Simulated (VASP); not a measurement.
# Pb (Im-3m) in VASP: further runs

Aim: see how the results for Pb move with the level of theory and the settings. Levels: PBE, RPBE, revPBE. Tasks: single point.

Program: VASP 6.6.1. These are calculated values, not measurements. Logs are shortened: lines on timing, memory, paths and dates and some standing lists are left out, and cuts for length are marked.

### Step 1. The cell of the first run

The structure is cubic, space group Im-3m (No. 229). Conventional cell: a = 3.959 Å, b = 3.959 Å, c = 3.959 Å, α = 90.00°, β = 90.00°, γ = 90.00°. Pb (site symmetry m-3m) has 14 Pb at 3.43 to 3.96 Å within 4.5 Å.

This isn't the form of Pb at room conditions, which is fcc.

### Step 2. Single point, PBE

File INCAR:

```
ALGO = Fast
EDIFF = 1E-6
ENCUT = 520
GGA = PE
ISIF = 2
ISMEAR = 0
LASPH = T
LCHARG = T
LELF = T
LREAL = F
LVHAR = T
LWAVE = F
NBANDS = 13
NELM = 80
PREC = Accurate
SIGMA = 0.011
```

File KPOINTS:

```
k-points
0
Gamma
  9 9 9
```

File POSCAR:

```
Pb
1.0
   -1.9796595667      1.9796595667      1.9796595667
    1.9796595667     -1.9796595667      1.9796595667
    1.9796595667      1.9796595667     -1.9796595667
Pb
1
Direct
    0.0000000000      0.0000000000      0.0000000000
```

Potentials or basis: VASP PAW PBE potentials, release 64 (Pb_d).

Started as:

```bash
> cat potpaw_PBE.64/Pb_d/POTCAR > POTCAR
> mpirun -np 1 vasp_std > vasp.out
```

OUTCAR:

```text
EDIFF = 1E-6
   ENCUT = 520
   GGA = PE
   ISIF = 2
   ISMEAR = 0
   LASPH = T
   LREAL = F
   NELM = 80
   PREC = Accurate

 ion  position               nearest neighbor table
   1  0.000  0.000  0.000-

  LATTYP: Found a body centered cubic cell.
 ALAT       =     3.9593191334

  Lattice vectors:

 A1 = (  -1.9796595667,   1.9796595667,   1.9796595667)
 A2 = (   1.9796595667,  -1.9796595667,   1.9796595667)
 A3 = (   1.9796595667,   1.9796595667,  -1.9796595667)

Analysis of symmetry for initial positions (statically):
=====================================================================
 Subroutine PRICEL returns:
 Original cell was already a primitive cell.

 Routine SETGRP: Setting up the symmetry group for a
 body centered cubic supercell.

 Subroutine GETGRP returns: Found 48 space group operations
 (whereof 48 operations were pure point group operations)
 out of a pool of 48 trial point group operations.

The static configuration has the point symmetry O_h .

Analysis of symmetry for dynamics (positions and initial velocities):
=====================================================================
 Subroutine PRICEL returns:
 Original cell was already a primitive cell.

 Routine SETGRP: Setting up the symmetry group for a
 body centered cubic supercell.

 Subroutine GETGRP returns: Found 48 space group operations
 (whereof 48 operations were pure point group operations)
 out of a pool of 48 trial point group operations.

The dynamic configuration has the point symmetry O_h .

 Subroutine INISYM returns: Found 48 space group operations
 (whereof 48 operations are pure point group operations),
 and found     1 'primitive' translations

----------------------------------------------------------------------------------------

                                     Primitive cell

  volume of cell :      31.0336

  direct lattice vectors                    reciprocal lattice vectors
    -1.979659567  1.979659567  1.979659567     0.000000000  0.252568678  0.252568678
     1.979659567 -1.979659567  1.979659567     0.252568678  0.000000000  0.252568678
     1.979659567  1.979659567 -1.979659567     0.252568678  0.252568678  0.000000000

  length of vectors
     3.428870951  3.428870951  3.428870951     0.357186050  0.357186050  0.357186050

  position of ions in fractional coordinates (direct lattice)
     0.000000000  0.000000000  0.000000000

  ion indices of the primitive-cell ions
   primitive index   ion index
                 1           1

----------------------------------------------------------------------------------------

 KPOINTS: k-points

Automatic generation of k-mesh.
 Grid dimensions read from file:
 generate k-points for:    9    9    9

 Generating k-lattice:

  Cartesian coordinates                     Fractional coordinates (reciprocal lattice)
     0.000000000  0.028063186  0.028063186     0.111111111  0.000000000  0.000000000
     0.028063186  0.000000000  0.028063186     0.000000000  0.111111111  0.000000000
     0.028063186  0.028063186  0.000000000     0.000000000  0.000000000  0.111111111

  Length of vectors
     0.039687339  0.039687339  0.039687339

  Shift w.r.t. Gamma in fractional coordinates (k-lattice)
     0.000000000  0.000000000  0.000000000

 Subroutine IBZKPT returns following result:
 ===========================================

 Found     35 irreducible k-points:

 Following reciprocal coordinates:
            Coordinates               Weight
  0.000000  0.000000  0.000000      1.000000
  0.111111  0.000000  0.000000     12.000000
  0.222222  0.000000  0.000000     12.000000
  0.333333  0.000000  0.000000     12.000000
  0.444444  0.000000  0.000000     12.000000
  0.111111  0.111111  0.000000     24.000000
[... 16 lines left out ...]
 -0.333333  0.444444  0.111111     48.000000
 -0.444444 -0.444444  0.111111     24.000000
 [... further k-points ...]
   k-points           NKPTS =     35   k-points in BZ     NKDIM =     35   number of bands    NBANDS=     13
   number of dos      NEDOS =    301   number of ions     NIONS =      1
   total plane-waves  NPLWV =  21952
   dimension x,y,z NGX =    28 NGY =   28 NGZ =   28
   dimension x,y,z NGXF=    56 NGYF=   56 NGZF=   56
   ions per type =               1
   NGX,Y,Z   is equivalent  to a cutoff of  13.58, 13.58, 13.58 a.u.
   NGXF,Y,Z  is equivalent  to a cutoff of  27.15, 27.15, 27.15 a.u.
 SYSTEM =  unknown system
   PREC   = accura    normal or accurate (medium, high low for compatibility)
   ISTART =      0    job   : 0-new  1-cont  2-samecut
   ICHARG =      2    charge: 1-file 2-atom 10-const
   ISPIN  =      1    spin polarized calculation?
   LNONCOLLINEAR =      F non collinear calculations
   LSORBIT =      F    spin-orbit coupling
   LASPH  =      T    aspherical Exc in radial PAW
   ENCUT  =  520.0 eV  38.22 Ry    6.18 a.u.   6.38  6.38  6.38*2*pi/ulx,y,z
   NELM   =     80;   NELMIN=  2; NELMDL= -5     # of ELM steps
   EDIFF  = 0.1E-05   stopping-criterion for ELM
   LREAL  =      F    real-space projection
   EDIFFG = 0.1E-04   stopping-criterion for IOM
   NSW    =      0    number of steps for IOM
   IBRION =     -1    ionic relax: 0-MD 1-quasi-New 2-CG
   NFREE  =      0    steps in history (QN), initial steepest desc. (CG)
   ISIF   =      2    stress and relaxation
   ISYM   =      2    0-nonsym 1-usesym 2-fastsym
   POTIM  = 0.5000    time-step for ionic-motion
   TEBEG  =    0.0;   TEEND  =   0.0 temperature during run
   PSTRESS=    0.0 pullay stress
   NELECT =      14.0000    total number of electrons
   NUPDOWN=      -1.0000    fix difference up-down
   EMIN   =  10.00;   EMAX   =-10.00  energy-range for DOS
   EFERMI =   0.00;   METHOD = LEGACY
   ISMEAR =     0;   SIGMA  =   0.01  broadening in eV -4-tet -1-fermi 0-gaus
   EFERMI_NEDOS =   21; number of points for ismear=-14 and -15
   IALGO  =     68    algorithm
   IMIX   =      4    mixing-type and parameters
     AMIX     =   0.40;   BMIX     =  1.00
     AMIX_MAG =   1.60;   BMIX_MAG =  1.00
  volume/ion in A,a.u.               =      31.03       209.42
  Fermi-wavevector in a.u.,A,eV,Ry     =   1.255568  2.372680 21.448927  1.576452
  Thomas-Fermi vector in A             =   2.389319
   LORBIT       =      0    0 simple, 1 ext, 2 COOP (PROOUT), +10 PAW based schemes
   GGA     = PE    functional components
   LHFCALC =     F    Hartree Fock is set to
   AEXX    =    0.0000 exact exchange contribution
   IVDW    =     0    specifies the selected vdW correction
   LEPSILON=     F    determine dielectric tensor
   LRPA    =     F    only Hartree local field effects (RPA)
 non-spin polarized calculation
 RMM-DIIS sequential band-by-band and
 Gauss-broadening in eV      SIGMA  =   0.01
  energy-cutoff  :      520.00
  volume of cell :       31.03
 maximum number of plane-waves:       887
 NGX is ok and might be reduce to    28
   NGX = 13   NGY = 13   NGZ = 13

 number of electron      14.0000002 magnetization

 Free energy of the ion-electron system (eV)
  ---------------------------------------------------
  ext. energy  EPLUGINS =         0.00000000
  ---------------------------------------------------
  free energy    TOTEN  =        -3.50253413 eV

  energy without entropy =       -3.50248851  energy(sigma->0) =       -3.50251132

 E-fermi :   7.1592     XC(G=0): -10.0815

 val. band max:        6.9588440974   @ k =   0.3333   0.2222   0.0000
 cond. band min:       7.1726808060   @ k =  -0.2222   0.3333   0.1111
 fundamental gap:      0.2138367086
 Fermi energy:         7.1592116179

 k-point     1 :       0.0000    0.0000    0.0000
  band No.  band energies     occupation
      1     -10.1033      2.00000
      2     -10.1033      2.00000
      3     -10.1033      2.00000
      4      -9.8787      2.00000
      5      -9.8787      2.00000
      6      -4.5832      2.00000
      7      14.4591      0.00000
      8      14.4591      0.00000
      9      14.4591      0.00000
     10      18.1003      0.00000
     11      18.1003      0.00000
     12      18.1003      0.00000
     13      18.5376      0.00000

 k-point     2 :       0.1111    0.0000    0.0000
  band No.  band energies     occupation
      1     -10.1125      2.00000
      2     -10.0920      2.00000
      3     -10.0625      2.00000
      4      -9.8886      2.00000
      5      -9.8795      2.00000
      6      -4.3379      2.00000
      7      12.2664      0.00000
      8      13.6995      0.00000
      9      14.1410      0.00000
     10      16.8402      0.00000
     11      17.5230      0.00000
     12      17.9399      0.00000
     13      19.7481      0.00000

 k-point     3 :       0.2222    0.0000    0.0000
  band No.  band energies     occupation
      1     -10.1358      2.00000
      2     -10.0744      2.00000
      3      -9.9575      2.00000
      4      -9.9066      2.00000
      5      -9.8817      2.00000
      6      -3.6054      2.00000
      7       8.8864      0.00000
      8      12.3140      0.00000
      9      13.3614      0.00000
     10      15.6137      0.00000
     11      16.7367      0.00000
     12      18.3333      0.00000
     13      20.4348      0.00000

 k-point     4 :       0.3333    0.0000    0.0000
  band No.  band energies     occupation
      1     -10.1622      2.00000
      2     -10.0799      2.00000
      3      -9.9065      2.00000
      4      -9.8839      2.00000
      5      -9.8346      2.00000
      6      -2.4333      2.00000
      7       5.7790      2.00000
      8      11.1421      0.00000
      9      12.5983      0.00000
     10      14.8575      0.00000
     11      16.1849      0.00000
     12      19.3902      0.00000
     13      20.9808      0.00000

 k-point     5 :       0.4444    0.0000    0.0000
  band No.  band energies     occupation
      1     -10.1794      2.00000
      2     -10.0973      2.00000
      3      -9.8950      2.00000
      4      -9.8853      2.00000
      5      -9.7523      2.00000
      6      -1.1352      2.00000
      7       3.4841      2.00000
      8      10.4962      0.00000
      9      12.1630      0.00000
     10      14.5021      0.00000
     11      15.9094      0.00000
     12      20.5728      0.00000
     13      21.4910      0.00000

 k-point     6 :       0.1111    0.1111    0.0000
  band No.  band energies     occupation
      1     -10.1161      2.00000
      2     -10.0886      2.00000
      3      -9.9902      2.00000
      4      -9.9037      2.00000
      5      -9.8813      2.00000
      6      -3.8486      2.00000
      7      10.0590      0.00000
      8      12.1470      0.00000
      9      13.2685      0.00000
     10      16.8441      0.00000
     11      16.9398      0.00000
     12      18.3940      0.00000
     13      20.2797      0.00000

 k-point     7 :       0.2222    0.1111   -0.0000
  band No.  band energies     occupation
      1     -10.1365      2.00000
      2     -10.0717      2.00000
      3      -9.9156      2.00000
      4      -9.8949      2.00000
      5      -9.8780      2.00000
      6      -2.8912      2.00000
      7       7.2371      0.00000
      8      10.4605      0.00000
      9      12.3689      0.00000
     10      16.0636      0.00000
     11      17.5470      0.00000
     12      18.3362      0.00000
     13      21.7551      0.00000
[... 193 lines left out ...]
 k-point    20 :      -0.3333    0.3333    0.1111
  band No.  band energies     occupation
      1     -10.1183      2.00000
      2     -10.0571      2.00000
      3      -9.9337      2.00000
      4      -9.8980      2.00000
      5      -9.8398      2.00000
      6      -2.2050      2.00000
      7       5.9818      2.00000
      8      10.3993      0.00000
      9      11.4433      0.00000
     10      15.8093      0.00000
     11      17.2295      0.00000
     12      17.2433      0.00000
     13      21.9292      0.00000

 k-point    21 :      -0.2222    0.3333    0.1111
  band No.  band energies     occupation
      1     -10.0840      2.00000
      2     -10.0292      2.00000
      3      -9.9509      2.00000
      4      -9.9152      2.00000
      5      -9.8772      2.00000
      6      -2.4258      2.00000
      7       7.1727      0.08333
      8       9.3777      0.00000
      9      11.8209      0.00000
     10      14.9988      0.00000
     11      16.8643      0.00000
     12      19.8724      0.00000
     13      21.2510      0.00000

 k-point    22 :      -0.4444    0.4444    0.1111
  band No.  band energies     occupation
      1     -10.1343      2.00000
      2     -10.0778      2.00000
      3      -9.9198      2.00000
      4      -9.9034      2.00000
      5      -9.7565      2.00000
      6      -0.9337      2.00000
      7       3.7496      2.00000
      8       9.7809      0.00000
      9      11.0729      0.00000
     10      15.8919      0.00000
     11      16.9403      0.00000
     12      18.0759      0.00000
     13      19.9980      0.00000

 k-point    23 :      -0.3333    0.4444    0.1111
  band No.  band energies     occupation
      1     -10.0944      2.00000
      2     -10.0402      2.00000
      3      -9.9439      2.00000
      4      -9.9132      2.00000
      5      -9.7990      2.00000
      6      -1.1800      2.00000
      7       5.0300      2.00000
      8       8.0815      0.00000
      9      11.6397      0.00000
     10      15.4988      0.00000
     11      16.5209      0.00000
     12      19.6405      0.00000
     13      19.9091      0.00000

 k-point    24 :      -0.4444   -0.4444    0.1111
  band No.  band energies     occupation
      1     -10.1002      2.00000
      2     -10.0485      2.00000
      3      -9.9548      2.00000
      4      -9.8958      2.00000
      5      -9.7650      2.00000
      6      -0.3814      2.00000
      7       3.8496      2.00000
      8       7.7019      0.00000
      9      11.5272      0.00000
     10      15.7797      0.00000
     11      17.1891      0.00000
     12      17.9868      0.00000
     13      19.7351      0.00000

 [... further k-points ...]
[... 5 lines left out ...]
  --------------------------------------------------------------------------------------
  -------------------------------------------------------------------------------------
  Total        0.1305237      0.1305237      0.1305237     -0.0000000      0.0000000     -0.0000000
  in kB        6.7385815      6.7385815      6.7385815     -0.0000000      0.0000000     -0.0000000
  external PRESSURE =       6.7385815 kB  Pullay stress =       0.0000000 kB

 VOLUME and BASIS-vectors are now :
 -----------------------------------------------------------------------------
  energy-cutoff  :      520.00
  volume of cell :       31.03
      direct lattice vectors                 reciprocal lattice vectors
    -1.979659567  1.979659567  1.979659567     0.000000000  0.252568678  0.252568678
     1.979659567 -1.979659567  1.979659567     0.252568678  0.000000000  0.252568678
     1.979659567  1.979659567 -1.979659567     0.252568678  0.252568678  0.000000000

 POSITION                                       TOTAL-FORCE (eV/Angst)
 -----------------------------------------------------------------------------------
      0.00000      0.00000      0.00000         0.000000      0.000000      0.000000
 -----------------------------------------------------------------------------------
    total drift:                               -0.000000     -0.000000     -0.000000

  FREE ENERGIE OF THE ION-ELECTRON SYSTEM (eV)
  ---------------------------------------------------
  free  energy   TOTEN  =        -3.5025341336 eV

  energy  without entropy=       -3.5024885141  energy(sigma->0) =       -3.50251132
```

Wall time 31 s (1 thread of Intel Xeon 8259CL, shared host); peak memory 0.16 GiB.

Results:

```
Free energy            : -3.5025 eV
Pressure               : 0.7 GPa
Band gap on the k mesh : zero (bands 7 and 8 overlap by 9.44 eV)
```

Caveat: spin-orbit coupling is left out, which moves the levels of the heavy elements.

[end of part 1 of 2]
